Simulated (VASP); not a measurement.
A run of VASP 6.6.1:

Contents of INCAR:

```
SYSTEM = BaO
PREC = Accurate
ENCUT = 1340
EDIFF = 1E-6
ISMEAR = 0
SIGMA = 0.01
LREAL = .FALSE.
LASPH = .TRUE.
NELM = 120
ALGO = Normal
ISIF = 2
LWAVE = .FALSE.
LCHARG = .TRUE.
GGA = PE
LELF = .TRUE.
LVHAR = .TRUE.
NBANDS = 15
GGA_COMPAT = .FALSE.
```

The input KPOINTS:

```
Automatic mesh
0
G
  6 6 6
  0 0 0
```

The input POSCAR:

```
BaO
1.0
    0.0000000000      2.7128332818      2.7128332818
    2.7128332818      0.0000000000      2.7128332818
    2.7128332818      2.7128332818      0.0000000000
Ba O
1 1
Direct
    0.0000000000      0.0000000000      0.0000000000
    0.5000000000      0.5000000000      0.5000000000
```

Potentials or basis: VASP PAW PBE potentials, release 64 (Ba_sv, O_h).

Command:

```sh
$ cat potpaw_PBE.64/Ba_sv/POTCAR potpaw_PBE.64/O_h/POTCAR > POTCAR
$ mpirun -np 1 vasp_std > vasp.out
```

Hardware: 1 thread of Intel(R) Xeon(R) Platinum 8259CL CPU @ 2.50GHz (Skylake/Cascade Lake), with other jobs on the host.

**Question.** How long does it take, and how much memory?

**Answer.** Run time: 52 s on 1 thread of Intel(R) Xeon(R) Platinum 8259CL CPU @ 2.50GHz (Skylake/Cascade Lake), on a shared host, peak memory 0.34 GiB. Counts: scf iterations 14, k points 16.
